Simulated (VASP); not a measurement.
# Hf4N (Fmmm) in VASP: notebook, part 2 of 2

VASP 6.6.1. The steps go on from the part before.

## (3) Relaxation of cell and atoms, PBE

The input, INCAR:

```
SYSTEM = Hf4N
  PREC = Accurate
  ENCUT = 600
  EDIFF = 1E-7
  ISMEAR = 0
  SIGMA = 0.1
  LREAL = .False.
  LASPH = .True.
  NELM = 60
  ALGO = Normal
  ISIF = 3
  LWAVE = .False.
  LCHARG = .False.
  GGA = PE
  IBRION = 2
  NSW = 90
  EDIFFG = -0.04
```

The input, KPOINTS:

```
Automatic mesh
0
Gamma
  4 4 4
  0 0 0
```

The input, POSCAR:

```
Hf4N
1.0
    0.0000000000      4.0485120700      4.9124127500
    2.7344746200      0.0000000000      4.9124127500
    2.7344746200      4.0485120700      0.0000000000
Hf N
4 1
Direct
    0.0000000000      0.5000000000      0.0000000000
    0.5000000000      0.0000000000      0.5000000000
    0.2235820800      0.7764179200      0.2235820800
    0.7764179200      0.2235820800      0.7764179200
    0.0000000000      0.0000000000      0.0000000000
```

Potentials or basis: VASP PAW PBE potentials, release 64 (Hf_pv, N).

On the command line:

```sh
$ cat potpaw_PBE.64/Hf_pv/POTCAR potpaw_PBE.64/N/POTCAR > POTCAR
$ mpirun -np 1 vasp_std > vasp.out
```

OUTCAR:

```text
SYSTEM = Hf4N
   PREC = Accurate
   ENCUT = 600
   EDIFF = 1E-7
   ISMEAR = 0
   LREAL = .False.
   LASPH = .True.
   NELM = 60
   ISIF = 3
   GGA = PE
   IBRION = 2
   NSW = 90
   EDIFFG = -0.04

 ion  position               nearest neighbor table
   1  0.000  0.500  0.000-   2 2.73   2 2.73   5 2.81   5 2.81   3 3.34   3 3.34   4 3.34   4 3.34
                             4 3.59   3 3.59   4 3.59   3 3.59
   2  0.500  0.000  0.500-   1 2.73   1 2.73   5 2.81   5 2.81   3 3.34   4 3.34   4 3.34   3 3.34
                             4 3.59   3 3.59   3 3.59   4 3.59
   3  0.224  0.776  0.224-   5 1.81   4 2.77   4 2.77   1 3.34   1 3.34   2 3.34   2 3.34   1 3.59
                             1 3.59   2 3.59   2 3.59   4 3.62
   4  0.776  0.224  0.776-   5 1.81   3 2.77   3 2.77   2 3.34   2 3.34   1 3.34   1 3.34   2 3.59
                             2 3.59   1 3.59   1 3.59   3 3.62
   5  0.000  0.000  0.000-   3 1.81   4 1.81   1 2.81   2 2.81   1 2.81   2 2.81

  LATTYP: Found a face centered orthorhombic cell.
 ALAT       =     5.4689492400
 B/A-ratio  =     1.4805447600
 C/A-ratio  =     1.7964740700

  Lattice vectors:

 A1 = (   0.0000000000,   4.0485120700,   4.9124127500)
 A2 = (   2.7344746200,   0.0000000000,   4.9124127500)
 A3 = (   2.7344746200,   4.0485120700,   0.0000000000)

Analysis of symmetry for initial positions (statically):
=====================================================================
 Subroutine PRICEL returns:
 Original cell was already a primitive cell.

 Routine SETGRP: Setting up the symmetry group for a
 face centered orthorhombic supercell.
[... 247 lines left out ...]

 E-fermi :   3.6028     XC(G=0): -10.4281

 val. band max:        3.5973196891   @ k =   0.5000   0.2500   0.0000
 cond. band min:       3.6074287823   @ k =   0.5000  -0.2500   0.2500
 fundamental gap:      0.0101090932
 Fermi energy:         3.6028421643

 k-point     1 :       0.0000    0.0000    0.0000
  band No.  band energies     occupation
      1     -27.8495      2.00000
      2     -27.5963      2.00000
      3     -27.4912      2.00000
      4     -27.3762      2.00000
      5     -27.3533      2.00000
      6     -27.2316      2.00000
[... 561 lines left out ...]
  FREE ENERGIE OF THE ION-ELECTRON SYSTEM (eV)
  ---------------------------------------------------
  free  energy   TOTEN  =       -46.5323531873 eV

  energy  without entropy=      -46.4900038067  energy(sigma->0) =      -46.51117850

[... ionic steps 4 to 17 ...]

--------------------------------------- Ionic step       18  -------------------------------------------

 number of electron      45.0000001 magnetization

------------------------ aborting loop because EDIFF is reached ----------------------------------------
[... 73 lines left out ...]
--------------------------------------- Ionic step       20  -------------------------------------------

 number of electron      45.0000001 magnetization

 Free energy of the ion-electron system (eV)
  ---------------------------------------------------
  ext. energy  EPLUGINS =         0.00000000
  ---------------------------------------------------
  free energy    TOTEN  =       -51.72266900 eV

  energy without entropy =      -51.69242982  energy(sigma->0) =      -51.70754941

 E-fermi :   5.1594     XC(G=0): -11.5359

 val. band max:        5.1498249949   @ k =   0.5000  -0.0000   0.2500
 cond. band min:       5.2091487815   @ k =   0.5000   0.2500   0.2500
 fundamental gap:      0.0593237866
 Fermi energy:         5.1594018655

 k-point     1 :       0.0000    0.0000    0.0000
  band No.  band energies     occupation
      1     -25.6230      2.00000
      2     -25.5134      2.00000
      3     -25.5129      2.00000
      4     -25.3186      2.00000
      5     -25.3182      2.00000
      6     -25.2212      2.00000
[... 561 lines left out ...]
  FREE ENERGIE OF THE ION-ELECTRON SYSTEM (eV)
  ---------------------------------------------------
  free  energy   TOTEN  =       -51.7226689987 eV

  energy  without entropy=      -51.6924298194  energy(sigma->0) =      -51.70754941

 reached required accuracy - stopping structural energy minimisation
```

CONTCAR:

```text
Hf4N
   1.00000000000000
     0.0000000000000000    4.5802587101994137    3.1761056028904791
     3.1752406438724368    0.0000000000000000    3.1761056028904791
     3.1752406438724368    4.5802587101994137    0.0000000000000000
  Hf              N
     4     1
Direct
     0.0000000000000000    0.5000000000000000    0.0000000000000000
     0.5000000000000000    0.0000000000000000    0.5000000000000000
     0.2420885562962658    0.7579114437037342    0.2420885562962658
     0.7579114437037342    0.2420885562962658    0.7579114437037342
     0.0000000000000000    0.0000000000000000    0.0000000000000000

  0.00000000E+00  0.00000000E+00  0.00000000E+00
  0.00000000E+00  0.00000000E+00  0.00000000E+00
  0.00000000E+00  0.00000000E+00  0.00000000E+00
  0.00000000E+00  0.00000000E+00  0.00000000E+00
  0.00000000E+00  0.00000000E+00  0.00000000E+00
```

Wall time 11 min (1 thread of Intel Xeon 6975P-C (Granite Rapids), shared host); peak memory 0.36 GiB.

Results:

```
Free energy                            : -51.7227 eV
Relaxed volume                         : 18.48 Å³/atom
Relaxed cell                           : a = 5.574 Å, b = 4.491 Å, c = 5.573 Å, α = 66.25°, β = 47.52°, γ = 66.23°
Space group after relaxing (to 0.05 Å) : I4/mmm (No. 139)
Energy gained by relaxing              : 1306.2 meV/atom
Ionic steps                            : 20
Pressure after relaxing                : -0.1 GPa
Largest force after relaxing           : 0.016 eV/Å
```

Forces in eV/Å, atoms in the order of the input:
```
Hf   0.000  0.000  0.000
Hf   0.000  0.000  0.000
Hf   0.000 -0.016  0.000
Hf   0.000  0.016  0.000
N    0.000  0.000  0.000
```

Stress tensor (GPa, compression positive):
```
-0.28  0.00  0.00
 0.00  0.14  0.00
 0.00  0.00 -0.19
```

Step by step:
```csv
step,energy change (eV),largest force (eV/Å),pressure (GPa),volume (Å³)
1,0.0000,6.1417,6.45,108.77
2,-0.8249,1.6071,-18.97,121.89
3,-1.3407,0.6375,-11.99,115.70
4,-4.5548,1.2887,-10.85,101.68
5,15.8648,1.8486,164.70,57.84
6,-5.3372,1.5460,-7.57,96.73
7,-5.7052,2.5380,3.99,87.97
8,-5.7543,2.1378,-1.17,91.17
9,-5.7638,2.1987,-0.35,90.61
10,-6.1245,0.7543,1.15,90.60
11,-6.1530,0.1065,2.05,90.58
12,-6.3146,0.2231,-2.07,93.24
13,-6.3232,0.2221,-7.58,97.55
14,-6.3658,0.2505,-4.89,95.28
15,-6.4645,0.1538,-3.03,94.08
16,-6.4977,0.0539,-1.20,93.05
17,-6.4984,0.0371,-0.88,92.87
18,-6.5188,0.0062,-0.11,92.40
19,-6.5284,0.0564,0.92,91.78
20,-6.5310,0.0160,-0.11,92.38
```

Final structure:
```cif
data_structure
_symmetry_space_group_name_H-M 'P 1'
_symmetry_Int_Tables_number 1
_cell_length_a 5.5737
_cell_length_b 4.4911
_cell_length_c 5.5732
_cell_angle_alpha 66.246
_cell_angle_beta 47.519
_cell_angle_gamma 66.235
_cell_volume 92.38
loop_
_atom_site_label
_atom_site_type_symbol
_atom_site_fract_x
_atom_site_fract_y
_atom_site_fract_z
_atom_site_occupancy
Hf1 Hf 0.00000 0.50000 0.00000 1
Hf2 Hf 0.50000 0.00000 0.50000 1
Hf3 Hf 0.24209 0.75791 0.24209 1
Hf4 Hf 0.75791 0.24209 0.75791 1
N1 N 0.00000 0.00000 0.00000 1
```

Caveat: the k points lie up to 0.39 Å⁻¹ apart in the final cell; the volume moved by over 15 % at a fixed basis, so the end points are rough; spin-orbit coupling is left out, which moves the levels of the heavy elements.
